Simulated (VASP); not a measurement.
Input of a VASP 6.6.1 run:

Contents of INCAR:

```
SYSTEM = PbS
ALGO = Normal
DIPOL = 0.5 0.5 0.500
EDIFF = 1E-6
ENCUT = 520
GGA = PS
IDIPOL = 3
ISIF = 2
ISMEAR = 0
LASPH = .True.
LCHARG = .False.
LDIPOL = .True.
LREAL = .False.
LWAVE = .False.
NBANDS = 61
NELM = 60
PREC = Accurate
SIGMA = 0.05
```

Contents of KPOINTS:

```
k-points
0
Gamma
  8 6 1
  0 0 0
```

File POSCAR:

```
PbS
1.0
    4.1743810409      0.0000000000      0.0000000000
    0.0000000000      5.9034662825      0.0000000000
    0.0000000000      0.0000000000     23.3487620817
Pb S
5 5
Direct
    0.5000000000      0.0000000000      0.3212161730
    0.0000000000      0.5000000000      0.4106080865
    0.5000000000      0.0000000000      0.5000000000
    0.0000000000      0.5000000000      0.5893919135
    0.5000000000      0.0000000000      0.6787838270
    0.5000000000      0.5000000000      0.3212161730
    0.0000000000      0.0000000000      0.4106080865
    0.5000000000      0.5000000000      0.5000000000
    0.0000000000      0.0000000000      0.5893919135
    0.5000000000      0.5000000000      0.6787838270
```

Potentials or basis: VASP PAW PBE potentials, release 64 (Pb_d, S).

Run with:

```console
$ cat potpaw_PBE.64/Pb_d/POTCAR potpaw_PBE.64/S/POTCAR > POTCAR
$ mpirun -np 1 vasp_std > vasp.out
```

Problem. What does it give for the band gap on the k mesh?

Solution. Zero (bands 50 and 51 overlap by 0.05 eV).

Problem. Estimate the largest force.

Solution. 0.765 eV/Å.

Forces on the atoms (eV/Å):
```
Pb   0.000  0.000  0.633
Pb   0.000  0.000 -0.765
Pb   0.000  0.000  0.000
Pb   0.000  0.000  0.765
Pb   0.000  0.000 -0.633
S    0.000  0.000  0.544
S    0.000  0.000 -0.612
S    0.000  0.000  0.000
S    0.000  0.000  0.612
S    0.000  0.000 -0.544
```

Caveat: the PAW data sets were made with another functional, which shifts forces and pressure a little; spin-orbit coupling is left out, which moves the levels of the heavy elements.
